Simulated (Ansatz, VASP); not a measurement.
One calculation of Cd16S16O, two programs

Contents of POSCAR:

```
Cd16S16O
1.0
    8.3277842500     -0.0000000600      0.0000000000
   -4.1638920700      7.2120727400      0.0000000000
    0.0000000000      0.0000000000     13.5350132800
Cd S O
16 16 1
Direct
    0.3361496500      0.1635609700      0.2631336700
    0.1861822800      0.3798057100      0.0087573900
    0.3221549000      0.1520933800      0.7473272200
    0.1499991500      0.3208916900      0.4980054000
    0.3412421000      0.6690891600      0.2560561500
    0.1621347200      0.8322425000      0.0079437000
    0.3267401300      0.6481914400      0.7478061000
    0.1633695500      0.8224188400      0.5032537100
    0.8354760200      0.1643011000      0.2257737600
    0.6050680100      0.3147998100      0.0031240400
    0.8195267400      0.1180046600      0.7505001200
    0.6689060200      0.3088818300      0.5053900300
    0.8350441600      0.6595778800      0.2563546000
    0.6680303100      0.7854080000      0.0008208700
    0.8275978500      0.6363418200      0.7499820500
    0.6721944900      0.8256393900      0.4940219600
    0.3305738800      0.1594825200      0.4474181600
    0.1832397700      0.3389062800      0.1927750900
    0.2835277300      0.1566508100      0.9311444100
    0.1484589500      0.3153652000      0.6845979500
    0.3325803300      0.6590521000      0.4400658000
    0.1699962700      0.8323777900      0.1916838400
    0.3546226100      0.6956360600      0.9316912800
    0.1606000900      0.8177945600      0.6877983400
    0.8276408000      0.1503862000      0.4180565100
    0.6574296800      0.3321401000      0.1875542300
    0.8391492300      0.2075860900      0.9877672100
    0.6606117300      0.2958416100      0.6927621100
    0.8309185900      0.6441821800      0.4405748100
    0.6695218500      0.8203447600      0.1827733500
    0.8355418000      0.6315627800      0.9348390000
    0.6569788300      0.7931279800      0.6781572900
   -0.1913336400      0.0418231700     -0.0907734200
```

Contents of INCAR.step1:

```
PREC = Accurate ; ENCUT = 520
EDIFF = 1E-5 ; ISMEAR = -1
SIGMA = 0.01 ; LREAL = Auto
LASPH = T ; NELM = 120
ALGO = Normal ; ISIF = 2
LWAVE = T ; LCHARG = F
NBANDS = 169 ; GGA = PE
GGA_COMPAT = F
```

INCAR.step2

```
PREC = Accurate ; ENCUT = 520
EDIFF = 1E-6 ; ISMEAR = -1
SIGMA = 0.01 ; LREAL = Auto
LASPH = T ; NELM = 120
ALGO = Normal ; ISIF = 2
LWAVE = F ; LCHARG = F
GGA = PE ; LHFCALC = T
AEXX = 0.25 ; PRECFOCK = Fast
NBANDS = 169 ; ISTART = 1
GGA_COMPAT = F
```

Contents of KPOINTS:

```
Automatic mesh
0
Gamma
  1 1 1
```

Input for Ansatz:

```yaml
crystal:
  lattice:
    - [8.32778425, -6.0e-08, 0.0]
    - [-4.16389207, 7.21207274, 0.0]
    - [0.0, 0.0, 13.53501328]
  atoms:
    - { symbol: Cd, position: [0.33614965, 0.16356097, 0.26313367] }
    - { symbol: Cd, position: [0.18618228, 0.37980571, 0.00875739] }
    - { symbol: S, position: [0.33057388, 0.15948252, 0.44741816] }
    - { symbol: S, position: [0.18323977, 0.33890628, 0.19277509] }
    - { symbol: Cd, position: [0.3221549, 0.15209338, 0.74732722] }
    - { symbol: Cd, position: [0.14999915, 0.32089169, 0.4980054] }
    - { symbol: S, position: [0.28352773, 0.15665081, 0.93114441] }
    - { symbol: S, position: [0.14845895, 0.3153652, 0.68459795] }
    - { symbol: Cd, position: [0.3412421, 0.66908916, 0.25605615] }
    - { symbol: Cd, position: [0.16213472, 0.8322425, 0.0079437] }
    - { symbol: S, position: [0.33258033, 0.6590521, 0.4400658] }
    - { symbol: S, position: [0.16999627, 0.83237779, 0.19168384] }
    - { symbol: Cd, position: [0.32674013, 0.64819144, 0.7478061] }
    - { symbol: Cd, position: [0.16336955, 0.82241884, 0.50325371] }
    - { symbol: S, position: [0.35462261, 0.69563606, 0.93169128] }
    - { symbol: S, position: [0.16060009, 0.81779456, 0.68779834] }
    - { symbol: Cd, position: [0.83547602, 0.1643011, 0.22577376] }
    - { symbol: Cd, position: [0.60506801, 0.31479981, 0.00312404] }
    - { symbol: S, position: [0.8276408, 0.1503862, 0.41805651] }
    - { symbol: S, position: [0.65742968, 0.3321401, 0.18755423] }
    - { symbol: Cd, position: [0.81952674, 0.11800466, 0.75050012] }
    - { symbol: Cd, position: [0.66890602, 0.30888183, 0.50539003] }
    - { symbol: S, position: [0.83914923, 0.20758609, 0.98776721] }
    - { symbol: S, position: [0.66061173, 0.29584161, 0.69276211] }
    - { symbol: Cd, position: [0.83504416, 0.65957788, 0.2563546] }
    - { symbol: Cd, position: [0.66803031, 0.785408, 0.00082087] }
    - { symbol: S, position: [0.83091859, 0.64418218, 0.44057481] }
    - { symbol: S, position: [0.66952185, 0.82034476, 0.18277335] }
    - { symbol: Cd, position: [0.82759785, 0.63634182, 0.74998205] }
    - { symbol: Cd, position: [0.67219449, 0.82563939, 0.49402196] }
    - { symbol: S, position: [0.8355418, 0.63156278, 0.934839] }
    - { symbol: S, position: [0.65697883, 0.79312798, 0.67815729] }
    - { symbol: O, position: [-0.19133364, 0.04182317, -0.09077342] }
basis:
  ecutwfc: 420
  xc_grid: 2
hamiltonian:
  xc: pbe0
  pseudopotentials: { kind: paw, azcp: { folder: soft_1 } }
kpoints:
  mp_grid: { grid: [1, 1, 1] }
scf:
  occupations: { method: fermi_dirac, width: 0.01 }
  max_iter: 150
output:
  forces: true
  eigenvalues: true
checkpoint:
  write: "../q0.end.pbe0.run"
  compress: false
  write_wavefunctions: false
  write_every: 100000
```

Alike in both runs: task single point; functional PBE0; k mesh 1 × 1 × 1; occupations fermi-dirac, width 0.01 eV; no spin polarisation.

|  | VASP | Ansatz |
| --- | --- | --- |
| version | VASP 6.6.1 | Ansatz 0.2.0 |
| potentials or method | VASP PAW PBE potentials, release 64 (Cd, S, O), cutoff 520 eV | plane-wave PAW DFT |
| valence electrons in the cell | 294 | 422 |

```tsv
	VASP	Ansatz	Ansatz less VASP
gap on the k mesh at the Fermi level (eV)	2.99	2.93	-0.056
rms of the force components (eV/Å)	0.098	0.084	-0.0147
```

The functional is the same, so the differences come from potentials, cutoffs and numerics. VASP's potentials hold 294 valence electrons a cell and Ansatz's 422, so a difference there can come from the potentials and not from the codes.
